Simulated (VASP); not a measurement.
# Rh (P6_3/mmc) in VASP: relaxation of cell and atoms with PBE+D3(BJ)

Aim: the relaxation of cell and atoms of Rh with PBE+D3(BJ).

Program: VASP 6.6.1. These are calculated values, not measurements. Logs are shortened: lines on timing, memory, paths and dates and some standing lists are left out, and cuts for length are marked.

## (1) The cell of the first run

Symmetry: P6_3/mmc, No. 194, hexagonal system. Conventional cell: a = 2.692 Å, b = 2.692 Å, c = 8.798 Å, α = 90.00°, β = 90.00°, γ = 120.00°. Rh (site symmetry -3m) has 12 Rh at 2.69 Å within 3.5 Å. Rh (site symmetry -6m2) has 12 Rh at 2.69 Å within 3.5 Å.

## (2) Relaxation of cell and atoms, PBE+D3(BJ)

The input, INCAR:

```
PREC = Accurate
ENCUT = 600
EDIFF = 1E-7
ISMEAR = 0
SIGMA = 0.1
LREAL = False
LASPH = True
NELM = 100
ALGO = Normal
ISIF = 3
LWAVE = False
LCHARG = False
GGA = PE
IVDW = 12
IBRION = 2
NSW = 100
EDIFFG = -0.005
```

The input, KPOINTS:

```
regular mesh
0
Gamma
  18 18 6
```

The input, POSCAR:

```
Rh
1.0
    2.6917446234      0.0000000000      0.0000000000
   -1.3458723117      2.3311192244      0.0000000000
    0.0000000000      0.0000000000      8.7980701300
Rh
4
Direct
    0.0000000000      0.0000000000      0.0000000000
    0.3333333300      0.6666666700      0.2500000000
    0.0000000000      0.0000000000      0.5000000000
    0.6666666700      0.3333333300      0.7500000000
```

Potentials or basis: VASP PAW PBE potentials, release 64 (Rh_pv).

On the command line:

```sh
$ cat potpaw_PBE.64/Rh_pv/POTCAR > POTCAR
$ mpirun -np 1 vasp_std > vasp.out
```

OUTCAR:

```text
PREC = Accurate
   ENCUT = 600
   EDIFF = 1E-7
   ISMEAR = 0
   LREAL = False
   LASPH = True
   NELM = 100
   ISIF = 3
   GGA = PE
   IVDW = 12
   IBRION = 2
   NSW = 100
   EDIFFG = -0.005
 IVDW          = 12

 ion  position               nearest neighbor table
   1  0.000  0.000  0.000-   2 2.69   4 2.69   4 2.69   2 2.69   4 2.69   2 2.69
   2  0.333  0.667  0.250-   1 2.69   3 2.69   1 2.69   3 2.69   1 2.69   3 2.69
   3  0.000  0.000  0.500-   2 2.69   4 2.69   4 2.69   2 2.69   4 2.69   2 2.69
   4  0.667  0.333  0.750-   1 2.69   3 2.69   1 2.69   3 2.69   1 2.69   3 2.69

  LATTYP: Found a hexagonal cell.
 ALAT       =     2.6917446234
 C/A-ratio  =     3.2685382014

  Lattice vectors:

 A1 = (   2.6917446234,   0.0000000000,   0.0000000000)
 A2 = (  -1.3458723117,   2.3311192244,   0.0000000000)
 A3 = (   0.0000000000,   0.0000000000,   8.7980701300)

Analysis of symmetry for initial positions (statically):
=====================================================================
 Subroutine PRICEL returns:
 Original cell was already a primitive cell.

 Routine SETGRP: Setting up the symmetry group for a
 hexagonal supercell.

 Subroutine GETGRP returns: Found 24 space group operations
 (whereof 12 operations were pure point group operations)
 out of a pool of 24 trial point group operations.

The static configuration has the point symmetry D_3d.
 The point group associated with its full space group is D_6h.

Analysis of symmetry for dynamics (positions and initial velocities):
=====================================================================
 Subroutine PRICEL returns:
 Original cell was already a primitive cell.

 Routine SETGRP: Setting up the symmetry group for a
 hexagonal supercell.

 Subroutine GETGRP returns: Found 24 space group operations
 (whereof 12 operations were pure point group operations)
 out of a pool of 24 trial point group operations.

The dynamic configuration has the point symmetry D_3d.
 The point group associated with its full space group is D_6h.

 Subroutine INISYM returns: Found 24 space group operations
 (whereof 12 operations are pure point group operations),
 and found     1 'primitive' translations

----------------------------------------------------------------------------------------

                                     Primitive cell

  volume of cell :      55.2059

  direct lattice vectors                    reciprocal lattice vectors
     2.691744623  0.000000000  0.000000000     0.371506268  0.214489244  0.000000000
    -1.345872312  2.331119224  0.000000000     0.000000000  0.428978488  0.000000000
     0.000000000  0.000000000  8.798070130     0.000000000  0.000000000  0.113661290

  length of vectors
     2.691744623  2.691744623  8.798070130     0.428978488  0.428978488  0.113661290

  position of ions in fractional coordinates (direct lattice)
     0.000000000  0.000000000  0.000000000
     0.333333330  0.666666670  0.250000000
     0.000000000  0.000000000  0.500000000
     0.666666670  0.333333330  0.750000000

  ion indices of the primitive-cell ions
   primitive index   ion index
                 1           1
                 2           2
                 3           3
                 4           4

----------------------------------------------------------------------------------------

 KPOINTS: regular mesh

Automatic generation of k-mesh.
 Grid dimensions read from file:
 generate k-points for:   18   18    6

 Generating k-lattice:

  Cartesian coordinates                     Fractional coordinates (reciprocal lattice)
     0.020639237  0.011916069  0.000000000     0.055555556  0.000000000  0.000000000
     0.000000000  0.023832138  0.000000000     0.000000000  0.055555556  0.000000000
     0.000000000  0.000000000  0.018943548     0.000000000  0.000000000  0.166666667

  Length of vectors
     0.023832138  0.023832138  0.018943548

  Shift w.r.t. Gamma in fractional coordinates (k-lattice)
     0.000000000  0.000000000  0.000000000

 Subroutine IBZKPT returns following result:
 ===========================================

 Found    148 irreducible k-points:

 Following reciprocal coordinates:
            Coordinates               Weight
  0.000000  0.000000  0.000000      1.000000
  0.055556  0.000000  0.000000      6.000000
  0.111111  0.000000  0.000000      6.000000
  0.166667 -0.000000  0.000000      6.000000
  0.222222 -0.000000  0.000000      6.000000
  0.277778  0.000000  0.000000      6.000000
[... 16 lines left out ...]
  0.333333  0.111111  0.000000     12.000000
  0.388889  0.111111  0.000000     12.000000
 [... further k-points ...]
   k-points           NKPTS =    148   k-points in BZ     NKDIM =    148   number of bands    NBANDS=     36
   number of dos      NEDOS =    301   number of ions     NIONS =      4
   total plane-waves  NPLWV =  40320
   dimension x,y,z NGX =    24 NGY =   24 NGZ =   70
   dimension x,y,z NGXF=    48 NGYF=   48 NGZF=  140
   ions per type =               4
   NGX,Y,Z   is equivalent  to a cutoff of  14.82, 14.82, 13.23 a.u.
   NGXF,Y,Z  is equivalent  to a cutoff of  29.65, 29.65, 26.45 a.u.
 SYSTEM =  unknown system
   PREC   = accura    normal or accurate (medium, high low for compatibility)
   ISTART =      0    job   : 0-new  1-cont  2-samecut
   ICHARG =      2    charge: 1-file 2-atom 10-const
   ISPIN  =      1    spin polarized calculation?
   LNONCOLLINEAR =      F non collinear calculations
   LSORBIT =      F    spin-orbit coupling
   LASPH  =      T    aspherical Exc in radial PAW
   ENCUT  =  600.0 eV  44.10 Ry    6.64 a.u.   5.38  5.38 17.57*2*pi/ulx,y,z
   NELM   =    100;   NELMIN=  2; NELMDL= -5     # of ELM steps
   EDIFF  = 0.1E-06   stopping-criterion for ELM
   LREAL  =      F    real-space projection
   EDIFFG = -.5E-02   stopping-criterion for IOM
   NSW    =    100    number of steps for IOM
   IBRION =      2    ionic relax: 0-MD 1-quasi-New 2-CG
   NFREE  =      1    steps in history (QN), initial steepest desc. (CG)
   ISIF   =      3    stress and relaxation
   ISYM   =      2    0-nonsym 1-usesym 2-fastsym
   POTIM  = 0.5000    time-step for ionic-motion
   TEBEG  =    0.0;   TEEND  =   0.0 temperature during run
   PSTRESS=    0.0 pullay stress
   NELECT =      60.0000    total number of electrons
   NUPDOWN=      -1.0000    fix difference up-down
   EMIN   =  10.00;   EMAX   =-10.00  energy-range for DOS
   EFERMI =   0.00;   METHOD = LEGACY
   ISMEAR =     0;   SIGMA  =   0.10  broadening in eV -4-tet -1-fermi 0-gaus
   EFERMI_NEDOS =   21; number of points for ismear=-14 and -15
   IALGO  =     38    algorithm
   IMIX   =      4    mixing-type and parameters
     AMIX     =   0.40;   BMIX     =  1.00
     AMIX_MAG =   1.60;   BMIX_MAG =  1.00
  volume/ion in A,a.u.               =      13.80        93.14
  Fermi-wavevector in a.u.,A,eV,Ry     =   1.683178  3.180745 38.546496  2.833088
  Thomas-Fermi vector in A             =   2.766425
   LORBIT       =      0    0 simple, 1 ext, 2 COOP (PROOUT), +10 PAW based schemes
   GGA     = PE    functional components
   LHFCALC =     F    Hartree Fock is set to
   AEXX    =    0.0000 exact exchange contribution
   IVDW    =    12    specifies the selected vdW correction
   LEPSILON=     F    determine dielectric tensor
   LRPA    =     F    only Hartree local field effects (RPA)
 conjugate gradient relaxation of ions
 non-spin polarized calculation
 Gauss-broadening in eV      SIGMA  =   0.10
  energy-cutoff  :      600.00
  volume of cell :       55.21
 maximum number of plane-waves:      1895
 NGX is ok and might be reduce to    24
   NGX = 11   NGY = 11   NGZ = 35

--------------------------------------- Ionic step        1  -------------------------------------------

 number of electron      59.9999979 magnetization

 Free energy of the ion-electron system (eV)
  ---------------------------------------------------
  ext. energy  EPLUGINS =         0.00000000
  ---------------------------------------------------
  free energy    TOTEN  =       -28.95598332 eV

  energy without entropy =      -28.92681039  energy(sigma->0) =      -28.94139686

------------------------ aborting loop because EDIFF is reached ----------------------------------------

 Edisp (eV)   -2.57884

 E8    (eV) :    -1.1572

  FORCE on cell =-STRESS in cart. coord.  units (eV):
  Direction    XX          YY          ZZ          XY          YZ          ZX
  --------------------------------------------------------------------------------------
  -------------------------------------------------------------------------------------
  Total      -0.85697    -0.85697    -1.09215     0.00000    -0.00000     0.00000
  in kB     -24.87098   -24.87098   -31.69622     0.00000    -0.00000     0.00000
  external pressure =      -27.15 kB  Pullay stress =        0.00 kB
[... 191 lines left out ...]
  energy  without entropy=      -31.5108295447  energy(sigma->0) =      -31.52523957

--------------------------------------- Ionic step        6  -------------------------------------------

 number of electron      59.9999982 magnetization

 Free energy of the ion-electron system (eV)
  ---------------------------------------------------
  ext. energy  EPLUGINS =         0.00000000
  ---------------------------------------------------
  free energy    TOTEN  =       -28.93366061 eV

  energy without entropy =      -28.90485034  energy(sigma->0) =      -28.91925548

 E-fermi :  12.0474     XC(G=0): -14.0712

 val. band max:       12.0409274825   @ k =   0.2778   0.0556   0.3333
 cond. band min:      12.0507031912   @ k =   0.2778   0.1111   0.0000
 fundamental gap:      0.0097757087
 Fermi energy:        12.0474081659

 k-point     1 :       0.0000    0.0000    0.0000
  band No.  band energies     occupation
      1     -35.1150      2.00000
      2     -34.7518      2.00000
      3     -34.7423      2.00000
      4     -34.4707      2.00000
      5     -34.4707      2.00000
      6     -34.4298      2.00000
[... 925 lines left out ...]
     35      15.8600      0.00000
     36      18.6580      0.00000

 [... further k-points ...]

------------------------ aborting loop because EDIFF is reached ----------------------------------------

 Edisp (eV)   -2.60599

 E8    (eV) :    -1.1696

  FORCE on cell =-STRESS in cart. coord.  units (eV):
  Direction    XX          YY          ZZ          XY          YZ          ZX
  --------------------------------------------------------------------------------------
  -------------------------------------------------------------------------------------
  Total       0.01426     0.01426     0.01368     0.00000     0.00000    -0.00000
  in kB       0.41799     0.41799     0.40100     0.00000     0.00000    -0.00000
  external pressure =        0.41 kB  Pullay stress =        0.00 kB
[... 19 lines left out ...]
  FREE ENERGIE OF THE ION-ELECTRON SYSTEM (eV)
  ---------------------------------------------------
  free  energy   TOTEN  =       -31.5396538131 eV

  energy  without entropy=      -31.5108435372  energy(sigma->0) =      -31.52524868

 reached required accuracy - stopping structural energy minimisation
```

Run time: 23 min. Hardware: 1 thread of Intel Xeon Platinum 8375C at 2.90GHz (Ice Lake), shared host; peak memory 0.39 GiB.

Results:

```
Free energy                            : -31.5397 eV
Relaxed volume                         : 13.66 Å³/atom
Relaxed cell                           : a = 2.684 Å, b = 2.684 Å, c = 8.757 Å, α = 90.00°, β = 90.00°, γ = 120.00°
Space group after relaxing (to 0.05 Å) : P6_3/mmc (No. 194)
Energy gained by relaxing              : 1.2 meV/atom
Ionic steps                            : 6
Pressure after relaxing                : 0.0 GPa
Band gap on the k mesh                 : zero (band 30 reaches 12.87 eV, above the bottom of band 31 at 10.86 eV)
Dispersion energy per atom             : -0.651 eV
```

The path:
```tsv
step	energy change (eV)	largest force (eV/Å)	pressure (GPa)	volume (Å³)
1	0.0000	0.0000	-2.71	55.21
2	0.0239	0.0000	7.24	53.36
3	-0.0048	0.0000	0.00	54.66
4	-0.0048	0.0000	0.06	54.65
5	-0.0048	0.0000	0.03	54.66
6	-0.0048	0.0000	0.04	54.65
```

Final structure:
```xyz
4
Lattice="2.6845 0.0000 0.0000 -1.3422 2.3248 0.0000 0.0000 0.0000 8.7573" Properties=species:S:1:pos:R:3 pbc="T T T"
Rh    0.0000    0.0000    0.0000
Rh    0.0000    1.5499    2.1893
Rh    0.0000    0.0000    4.3787
Rh    1.3422    0.7749    6.5680
```

Levels at points of the mesh, in eV from the Fermi level:
| k point | band 28 | band 29 | band 30 | band 31 | band 32 | band 33 |
| --- | --- | --- | --- | --- | --- | --- |
| (0.00, 0.00, 0.00) | -1.47 | -1.47 | -0.88 | -0.88 | -0.36 | -0.36 |
| (0.50, 0.00, 0.00) | 0.60 | 0.65 | 0.83 | 0.83 | 0.87 | 1.23 |
| (0.00, 0.00, 0.50) | -1.16 | -1.16 | -1.16 | -1.14 | -1.14 | 0.07 |
| (0.50, 0.00, 0.50) | -0.12 | 0.58 | 0.58 | 0.80 | 0.80 | 2.88 |

Caveat: pairwise dispersion overbinds metals, which lowers pressure and volume.
